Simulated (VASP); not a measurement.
# Hg2S (F-43m) in VASP: notebook

Hg2S is run at these levels: PBE; tasks: relaxation of cell and atoms, single point.

All numbers are computed with VASP 6.6.1; they aren't measurements. Logs are shortened: lines on timing, memory, paths and dates and some standing lists are left out, and cuts for length are marked.

### 1 The cell of the first run

Symmetry: F-43m, No. 216, cubic system. Conventional cell: a = 9.128 Å, b = 9.128 Å, c = 9.128 Å, α = 90.00°, β = 90.00°, γ = 90.00°. Hg (site symmetry 3m) has 1 S at 2.05 Å within 2.7 Å. Within 5.0 Å of S (site symmetry -43m) lie 12 Hg at 3.77 Å and 6 S at 4.56 Å. Within 2.7 Å of S (site symmetry -43m) lie 4 Hg at 2.05 Å.

The cell was generated, and may not be a known phase.

### 2 Relaxation of cell and atoms, PBE

INCAR reads:

```
SYSTEM = Hg2S
ALGO = Normal
EDIFF = 1E-6
EDIFFG = -0.04
ENCUT = 600
GGA = PE
IBRION = 2
ISIF = 3
ISMEAR = 0
LASPH = .TRUE.
LCHARG = .FALSE.
LREAL = .FALSE.
LWAVE = .FALSE.
NELM = 60
NSW = 90
PREC = Accurate
SIGMA = 0.1
```

KPOINTS reads:

```
k-points
0
G
  4 4 4
  0 0 0
```

POSCAR reads:

```
Hg2S
1.0
    0.0000000000      4.5641089800      4.5641089800
    4.5641089800      0.0000000000      4.5641089800
    4.5641089800      4.5641089800      0.0000000000
Hg S
4 2
Direct
    0.1295048700      0.1295048700      0.1295048700
    0.1295048700      0.1295048700      0.6114853900
    0.1295048700      0.6114853900      0.1295048700
    0.6114853900      0.1295048700      0.1295048700
    0.5000000000      0.5000000000      0.5000000000
    0.0000000000      0.0000000000      0.0000000000
```

Potentials or basis: VASP PAW PBE potentials, release 64 (Hg, S).

Command:

```
$ cat potpaw_PBE.64/Hg/POTCAR potpaw_PBE.64/S/POTCAR > POTCAR
$ mpirun -np 1 vasp_std > vasp.out
```

OUTCAR:

```text
SYSTEM = Hg2S
   EDIFF = 1E-6
   EDIFFG = -0.04
   ENCUT = 600
   GGA = PE
   IBRION = 2
   ISIF = 3
   ISMEAR = 0
   LASPH = .TRUE.
   LREAL = .FALSE.
   NELM = 60
   NSW = 90
   PREC = Accurate

 ion  position               nearest neighbor table
   1  0.130  0.130  0.130-   6 2.05   3 3.11   4 3.11   2 3.11   2 3.34   3 3.34   4 3.34
   2  0.130  0.130  0.611-   6 2.05   3 3.11   4 3.11   1 3.11   1 3.34   3 3.34   4 3.34
   3  0.130  0.611  0.130-   6 2.05   2 3.11   4 3.11   1 3.11   1 3.34   2 3.34   4 3.34
   4  0.611  0.130  0.130-   6 2.05   2 3.11   3 3.11   1 3.11   2 3.34   3 3.34   1 3.34
   5  0.500  0.500  0.500-
   6  0.000  0.000  0.000-   1 2.05   2 2.05   3 2.05   4 2.05

  LATTYP: Found a face centered cubic cell.
 ALAT       =     9.1282179600

  Lattice vectors:

 A1 = (   0.0000000000,   4.5641089800,   4.5641089800)
 A2 = (   4.5641089800,   0.0000000000,   4.5641089800)
 A3 = (   4.5641089800,   4.5641089800,   0.0000000000)

Analysis of symmetry for initial positions (statically):
=====================================================================
 Subroutine PRICEL returns:
 Original cell was already a primitive cell.

 Routine SETGRP: Setting up the symmetry group for a
 face centered cubic supercell.

 Subroutine GETGRP returns: Found 24 space group operations
 (whereof 24 operations were pure point group operations)
 out of a pool of 48 trial point group operations.

The static configuration has the point symmetry T_d .

Analysis of symmetry for dynamics (positions and initial velocities):
=====================================================================
 Subroutine PRICEL returns:
 Original cell was already a primitive cell.

 Routine SETGRP: Setting up the symmetry group for a
 face centered cubic supercell.

 Subroutine GETGRP returns: Found 24 space group operations
 (whereof 24 operations were pure point group operations)
 out of a pool of 48 trial point group operations.

The dynamic configuration has the point symmetry T_d .

 Subroutine INISYM returns: Found 24 space group operations
 (whereof 24 operations are pure point group operations),
 and found     1 'primitive' translations

----------------------------------------------------------------------------------------

                                     Primitive cell

  volume of cell :     190.1507

  direct lattice vectors                    reciprocal lattice vectors
     0.000000000  4.564108980  4.564108980    -0.109550408  0.109550408  0.109550408
     4.564108980  0.000000000  4.564108980     0.109550408 -0.109550408  0.109550408
     4.564108980  4.564108980  0.000000000     0.109550408  0.109550408 -0.109550408

  length of vectors
     6.454624820  6.454624820  6.454624820     0.189746872  0.189746872  0.189746872

  position of ions in fractional coordinates (direct lattice)
     0.129504870  0.129504870  0.129504870
     0.129504870  0.129504870  0.611485390
     0.129504870  0.611485390  0.129504870
     0.611485390  0.129504870  0.129504870
     0.500000000  0.500000000  0.500000000
     0.000000000  0.000000000  0.000000000

  ion indices of the primitive-cell ions
   primitive index   ion index
                 1           1
                 2           2
                 3           3
                 4           4
                 5           5
                 6           6

----------------------------------------------------------------------------------------

 KPOINTS: k-points

Automatic generation of k-mesh.
 Grid dimensions read from file:
 generate k-points for:    4    4    4

 Generating k-lattice:

  Cartesian coordinates                     Fractional coordinates (reciprocal lattice)
    -0.027387602  0.027387602  0.027387602     0.250000000  0.000000000  0.000000000
     0.027387602 -0.027387602  0.027387602     0.000000000  0.250000000  0.000000000
     0.027387602  0.027387602 -0.027387602     0.000000000  0.000000000  0.250000000

  Length of vectors
     0.047436718  0.047436718  0.047436718

  Shift w.r.t. Gamma in fractional coordinates (k-lattice)
     0.000000000  0.000000000  0.000000000

 Subroutine IBZKPT returns following result:
 ===========================================

 Found      8 irreducible k-points:

 Following reciprocal coordinates:
            Coordinates               Weight
  0.000000  0.000000  0.000000      1.000000
  0.250000  0.000000  0.000000      8.000000
  0.500000  0.000000  0.000000      4.000000
  0.250000  0.250000  0.000000      6.000000
  0.500000  0.250000  0.000000     24.000000
 -0.250000  0.250000  0.000000     12.000000
  0.500000  0.500000  0.000000      3.000000
 -0.250000  0.500000  0.250000      6.000000
   k-points           NKPTS =      8   k-points in BZ     NKDIM =      8   number of bands    NBANDS=     36
   number of dos      NEDOS =    301   number of ions     NIONS =      6
   total plane-waves  NPLWV = 157464
   dimension x,y,z NGX =    54 NGY =   54 NGZ =   54
   dimension x,y,z NGXF=   108 NGYF=  108 NGZF=  108
   ions per type =               4   2
   NGX,Y,Z   is equivalent  to a cutoff of  13.91, 13.91, 13.91 a.u.
   NGXF,Y,Z  is equivalent  to a cutoff of  27.82, 27.82, 27.82 a.u.
 SYSTEM =  Hg2S
   PREC   = accura    normal or accurate (medium, high low for compatibility)
   ISTART =      0    job   : 0-new  1-cont  2-samecut
   ICHARG =      2    charge: 1-file 2-atom 10-const
   ISPIN  =      1    spin polarized calculation?
   LNONCOLLINEAR =      F non collinear calculations
   LSORBIT =      F    spin-orbit coupling
   LASPH  =      T    aspherical Exc in radial PAW
   ENCUT  =  600.0 eV  44.10 Ry    6.64 a.u.  12.89 12.89 12.89*2*pi/ulx,y,z
   NELM   =     60;   NELMIN=  2; NELMDL= -5     # of ELM steps
   EDIFF  = 0.1E-05   stopping-criterion for ELM
   LREAL  =      F    real-space projection
   EDIFFG = -.4E-01   stopping-criterion for IOM
   NSW    =     90    number of steps for IOM
   IBRION =      2    ionic relax: 0-MD 1-quasi-New 2-CG
   NFREE  =      1    steps in history (QN), initial steepest desc. (CG)
   ISIF   =      3    stress and relaxation
   ISYM   =      2    0-nonsym 1-usesym 2-fastsym
   POTIM  = 0.5000    time-step for ionic-motion
   TEBEG  =    0.0;   TEEND  =   0.0 temperature during run
   PSTRESS=    0.0 pullay stress
   NELECT =      60.0000    total number of electrons
   NUPDOWN=      -1.0000    fix difference up-down
   EMIN   =  10.00;   EMAX   =-10.00  energy-range for DOS
   EFERMI =   0.00;   METHOD = LEGACY
   ISMEAR =     0;   SIGMA  =   0.10  broadening in eV -4-tet -1-fermi 0-gaus
   EFERMI_NEDOS =   21; number of points for ismear=-14 and -15
   IALGO  =     38    algorithm
   IMIX   =      4    mixing-type and parameters
     AMIX     =   0.40;   BMIX     =  1.00
     AMIX_MAG =   1.60;   BMIX_MAG =  1.00
  volume/ion in A,a.u.               =      31.69       213.87
  Fermi-wavevector in a.u.,A,eV,Ry     =   1.114532  2.106160 16.900909  1.242182
  Thomas-Fermi vector in A             =   2.251128
   LORBIT       =      0    0 simple, 1 ext, 2 COOP (PROOUT), +10 PAW based schemes
   GGA     = PE    functional components
   LHFCALC =     F    Hartree Fock is set to
   AEXX    =    0.0000 exact exchange contribution
   IVDW    =     0    specifies the selected vdW correction
   LEPSILON=     F    determine dielectric tensor
   LRPA    =     F    only Hartree local field effects (RPA)
 conjugate gradient relaxation of ions
 non-spin polarized calculation
 Gauss-broadening in eV      SIGMA  =   0.10
  energy-cutoff  :      600.00
  volume of cell :      190.15
 maximum number of plane-waves:      6375
 NGX is ok and might be reduce to    54
   NGX = 25   NGY = 25   NGZ = 25

--------------------------------------- Ionic step        1  -------------------------------------------

 number of electron      59.9999996 magnetization

 Free energy of the ion-electron system (eV)
  ---------------------------------------------------
  ext. energy  EPLUGINS =         0.00000000
  ---------------------------------------------------
  free energy    TOTEN  =         0.43354256 eV

  energy without entropy =        0.45429106  energy(sigma->0) =        0.44391681

 E-fermi :   1.3645     XC(G=0):  -8.3414

 val. band max:        1.2503598305   @ k =   0.5000   0.2500   0.0000
 cond. band min:       1.3674147071   @ k =  -0.2500   0.2500   0.0000
 fundamental gap:      0.1170548766
 Fermi energy:         1.3645184113

 k-point     1 :       0.0000    0.0000    0.0000
  band No.  band energies     occupation
      1     -17.0644      2.00000
      2      -9.9650      2.00000
      3      -9.9650      2.00000
      4      -9.9650      2.00000
      5      -9.3324      2.00000
      6      -7.5062      2.00000
[... 483 lines left out ...]
 POSITION                                       TOTAL-FORCE (eV/Angst)
 -----------------------------------------------------------------------------------
      1.44682      1.44682      1.44682        -0.034351     -0.034351     -0.034351
      3.49652      3.49652      1.44682         0.034351      0.034351     -0.034351
      3.49652      1.44682      3.49652         0.034351     -0.034351      0.034351
      1.44682      3.49652      3.49652        -0.034351      0.034351      0.034351
      4.94334      4.94334      4.94334        -0.000000     -0.000000      0.000000
      0.00000      0.00000      0.00000         0.000000     -0.000000     -0.000000
 -----------------------------------------------------------------------------------
    total drift:                               -0.000000     -0.000000     -0.000000

  FREE ENERGIE OF THE ION-ELECTRON SYSTEM (eV)
  ---------------------------------------------------
  free  energy   TOTEN  =        -5.4604307686 eV

  energy  without entropy=       -5.4337219929  energy(sigma->0) =       -5.44707638

--------------------------------------- Ionic step        6  -------------------------------------------

 number of electron      59.9999998 magnetization

 Free energy of the ion-electron system (eV)
  ---------------------------------------------------
  ext. energy  EPLUGINS =         0.00000000
  ---------------------------------------------------
  free energy    TOTEN  =        -5.46269869 eV

  energy without entropy =       -5.43586174  energy(sigma->0) =       -5.44928021

 E-fermi :  -0.4818     XC(G=0):  -7.2475

 val. band max:       -0.5390877272   @ k =  -0.2500   0.5000   0.2500
 cond. band min:      -0.4530323010   @ k =   0.2500   0.0000   0.0000
 fundamental gap:      0.0860554262
 Fermi energy:        -0.4818217740

 k-point     1 :       0.0000    0.0000    0.0000
  band No.  band energies     occupation
      1     -14.5201      2.00000
      2     -10.7605      2.00000
      3      -8.4578      2.00000
      4      -8.4578      2.00000
      5      -8.4578      2.00000
      6      -8.1727      2.00000
[... 323 lines left out ...]
 POSITION                                       TOTAL-FORCE (eV/Angst)
 -----------------------------------------------------------------------------------
      1.44813      1.44813      1.44813         0.008084      0.008084      0.008084
      3.50695      3.50695      1.44813        -0.008084     -0.008084      0.008084
      3.50695      1.44813      3.50695        -0.008084      0.008084     -0.008084
      1.44813      3.50695      3.50695         0.008084     -0.008084     -0.008084
      4.95508      4.95508      4.95508         0.000000      0.000000      0.000000
      0.00000      0.00000      0.00000         0.000000      0.000000      0.000000
 -----------------------------------------------------------------------------------
    total drift:                               -0.000000     -0.000000     -0.000000

  FREE ENERGIE OF THE ION-ELECTRON SYSTEM (eV)
  ---------------------------------------------------
  free  energy   TOTEN  =        -5.4626986893 eV

  energy  without entropy=       -5.4358617360  energy(sigma->0) =       -5.44928021

 reached required accuracy - stopping structural energy minimisation
```

Run time: 5.3 min. Hardware: 1 thread of AMD EPYC 9R45 (Zen 5), shared host; peak memory 0.41 GiB.

Results:

* Free energy: -5.4627 eV
* Relaxed volume: 40.55 Å³/atom
* Relaxed cell: a = 7.008 Å, b = 7.008 Å, c = 7.008 Å, α = 60.00°, β = 60.00°, γ = 60.00°
* Space group after relaxing (to 0.1 Å): F-43m (No. 216)
* Energy gained by relaxing: 982.7 meV/atom
* Ionic steps: 6
* Pressure after relaxing: 0.1 GPa
* Largest force after relaxing: 0.014 eV/Å
* Band gap on the k mesh: zero (bands 30 and 31 overlap by 0.38 eV)

Forces in eV/Å, atoms in the order of the input:
```
Hg   0.008  0.008  0.008
Hg  -0.008 -0.008  0.008
Hg  -0.008  0.008 -0.008
Hg   0.008 -0.008 -0.008
S    0.000  0.000  0.000
S    0.000  0.000  0.000
```

Step by step:
```csv
step,energy change (eV),largest force (eV/Å),pressure (GPa),volume (Å³)
1,0.0000,9.5266,16.99,190.15
2,-4.2902,3.1256,-0.13,298.46
3,-5.8908,0.2306,0.10,243.90
4,-5.8935,0.1450,0.17,242.73
5,-5.8940,0.0595,0.25,241.60
6,-5.8962,0.0140,0.11,243.32
```

Final structure:
```
Hg S
1.0
     0.00000    4.95508    4.95508
     4.95508    0.00000    4.95508
     4.95508    4.95508    0.00000
Hg S
4 2
Direct
  0.14613 0.14613 0.14613
  0.14613 0.14613 0.56162
  0.14613 0.56162 0.14613
  0.56162 0.14613 0.14613
  0.50000 0.50000 0.50000
  0.00000 0.00000 0.00000
```

Caveat: the volume moved by over 15 % at a fixed basis, so the end points are rough; semilocal functionals underestimate gaps, and a narrow one can read as zero; spin-orbit coupling is left out, which moves the levels of the heavy elements.

### 3 Single point, PBE

This run uses another cell than the first one, of 40.24 Å³/atom.

INCAR reads:

```
SYSTEM = Hg2S
ALGO     = Normal         ! electronic algorithm
EDIFF    = 1E-6           ! SCF threshold, eV
ENCUT    = 520            ! plane-wave cutoff, eV
GGA      = PE             ! functional
ISIF     = 2              ! what is computed and relaxed
ISMEAR   = 0              ! smearing method
LASPH    = .TRUE.         ! aspherical terms in the spheres
LCHARG   = .FALSE.        ! write CHGCAR
LREAL    = .FALSE.        ! projectors in reciprocal space
LWAVE    = .FALSE.        ! write WAVECAR
NBANDS   = 39             ! bands
NELM     = 60             ! most SCF steps
PREC     = Accurate       ! precision mode
SIGMA    = 0.1            ! smearing width, eV
```

KPOINTS reads:

```
k-points
0
G
  8 8 8
  0 0 0
```

POSCAR reads:

```
Hg2S
1.0
    0.0000000000      4.9423145813      4.9423145813
    4.9423145813      0.0000000000      4.9423145813
    4.9423145813      4.9423145813      0.0000000000
Hg S
4 2
Direct
    0.8537658136      0.4387025592      0.8537658136
    0.8537658136      0.8537658136      0.8537658136
    0.4387025592      0.8537658136      0.8537658136
    0.8537658136      0.8537658136      0.4387025592
    0.5000000000      0.5000000000      0.5000000000
    0.0000000000      0.0000000000      0.0000000000
```

Potentials or basis: VASP PAW PBE potentials, release 64 (Hg, S).

Command:

```
$ cat potpaw_PBE.64/Hg/POTCAR potpaw_PBE.64/S/POTCAR > POTCAR
$ mpirun -np 1 vasp_std > vasp.out
```

It took 3.7 min on 1 thread of AMD EPYC 9R45 (Zen 5), shared host; peak memory 0.49 GiB.

It converged, with:

- Free energy: -5.4860 eV
- Pressure: 0.2 GPa
- Largest force: 0.030 eV/Å
- Band gap on the k mesh: zero (bands 30 and 31 overlap by 0.39 eV)

Forces on the atoms (eV/Å):
```
Hg  -0.017  0.017 -0.017
Hg   0.017  0.017  0.017
Hg   0.017 -0.017 -0.017
Hg  -0.017 -0.017  0.017
S    0.000  0.000  0.000
S    0.000  0.000  0.000
```

Levels at points of the mesh, in eV from the Fermi level:
| k point | band 28 | band 29 | band 30 | band 31 | band 32 | band 33 |
| --- | --- | --- | --- | --- | --- | --- |
| (0.00, 0.00, 0.00) | -0.97 | -0.97 | -0.21 | -0.21 | -0.21 | 2.61 |
| (0.50, 0.00, 0.00) | -0.91 | -0.91 | 0.18 | 0.27 | 0.27 | 2.74 |
| (0.50, 0.50, 0.00) | -0.64 | -0.64 | -0.39 | 0.85 | 0.85 | 2.50 |

Caveat: semilocal functionals underestimate gaps, and a narrow one can read as zero; spin-orbit coupling is left out, which moves the levels of the heavy elements.

### 4 Relaxation of cell and atoms, PBE

This run uses another cell than the first one, of 40.24 Å³/atom.

INCAR reads:

```
PREC = Accurate ; ENCUT = 600
EDIFF = 1E-6 ; ISMEAR = 0
SIGMA = 0.1 ; LREAL = F
LASPH = T ; NELM = 80
ALGO = Normal ; ISIF = 3
LWAVE = F ; LCHARG = F
GGA = PE ; IBRION = 2
NSW = 100 ; EDIFFG = -0.01
```

KPOINTS reads:

```
Automatic mesh
0
Gamma
  8 8 8
```

POSCAR is that of step 3.

Command:

```
$ cat potpaw_PBE.64/Hg/POTCAR potpaw_PBE.64/S/POTCAR > POTCAR
$ mpirun -np 1 vasp_std > vasp.out
```

It took 16 min on 1 thread of AMD EPYC 9R45 (Zen 5), shared host; peak memory 0.55 GiB.

The run converged. Its results:

| Property | Result |
| --- | --- |
| Free energy | -5.4890 eV |
| Relaxed volume | 40.76 Å³/atom |
| Relaxed cell | a = 7.019 Å, b = 7.019 Å, c = 7.019 Å, α = 60.00°, β = 60.00°, γ = 60.00° |
| Space group after relaxing (to 0.1 Å) | F-43m (No. 216) |
| Energy gained by relaxing | 0.4 meV/atom |
| Ionic steps | 7 |
| Pressure after relaxing | 0.0 GPa |
| Band gap on the k mesh | zero (bands 30 and 31 overlap by 0.37 eV) |

The path:
```tsv
step	energy change (eV)	largest force (eV/Å)	pressure (GPa)	volume (Å³)
1	0.0000	0.0294	0.25	241.45
2	-0.0023	0.0037	0.08	243.66
3	-0.0025	0.0165	0.00	244.56
4	-0.0025	0.0155	0.00	244.50
5	-0.0025	0.0093	0.04	244.08
6	-0.0025	0.0147	0.01	244.44
7	-0.0026	0.0008	0.01	244.53
```

Final structure:
```
CELL_PARAMETERS angstrom
0.00000 4.96329 4.96329
4.96329 0.00000 4.96329
4.96329 4.96329 0.00000
ATOMIC_POSITIONS crystal
Hg 0.85383 0.43850 0.85383
Hg 0.85383 0.85383 0.85383
Hg 0.43850 0.85383 0.85383
Hg 0.85383 0.85383 0.43850
S 0.50000 0.50000 0.50000
S 0.00000 0.00000 0.00000
```

Levels at points of the mesh, in eV from the Fermi level:
| k point | band 27 | band 28 | band 29 | band 30 | band 31 | band 32 | band 33 | band 34 |
| --- | --- | --- | --- | --- | --- | --- | --- | --- |
| (0.00, 0.00, 0.00) | -0.94 | -0.94 | -0.94 | -0.20 | -0.20 | -0.20 | 2.64 | 2.64 |
| (0.50, 0.00, 0.00) | -0.91 | -0.87 | -0.87 | 0.17 | 0.27 | 0.27 | 2.75 | 3.37 |
| (0.50, 0.50, 0.00) | -1.51 | -0.62 | -0.62 | -0.37 | 0.83 | 0.83 | 2.50 | 2.76 |

Caveat: semilocal functionals underestimate gaps, and a narrow one can read as zero; spin-orbit coupling is left out, which moves the levels of the heavy elements.

### 5 Overview

```tsv
task	cell	k mesh	cutoff (eV)	gap on the mesh (eV)	pressure (GPa)	relaxed volume (Å³/atom)	largest force (eV/Å)
relaxation of cell and atoms	relaxed from a = 6.455 Å, angles 60.0°, 6 atoms, atomic positions A	4 × 4 × 4	600	none	0.1	40.55	0.01
single point	a = 6.989 Å, angles 60.0°, 6 atoms, atomic positions B	8 × 8 × 8	520	none	0.2	-	0.03
relaxation of cell and atoms	relaxed from a = 6.989 Å, angles 60.0°, 6 atoms, atomic positions B	8 × 8 × 8	600	none	0.0	40.76	-
```

Alike in all rows: level PBE; potentials or basis VASP PAW PBE potentials, release 64 (Hg, S); no spin polarisation; smearing gaussian 0.1 eV.

Caveats: semilocal functionals underestimate gaps, and a narrow one can read as zero; spin-orbit coupling is left out, which moves the levels of the heavy elements; the volume moved by over 15 % at a fixed basis, so the end points are rough (at least some runs).

Total energies depend on the potentials used, so only differences within one code and one set of settings carry meaning.

The gap in the log of VASP goes by the Fermi energy; the results here count the filled bands.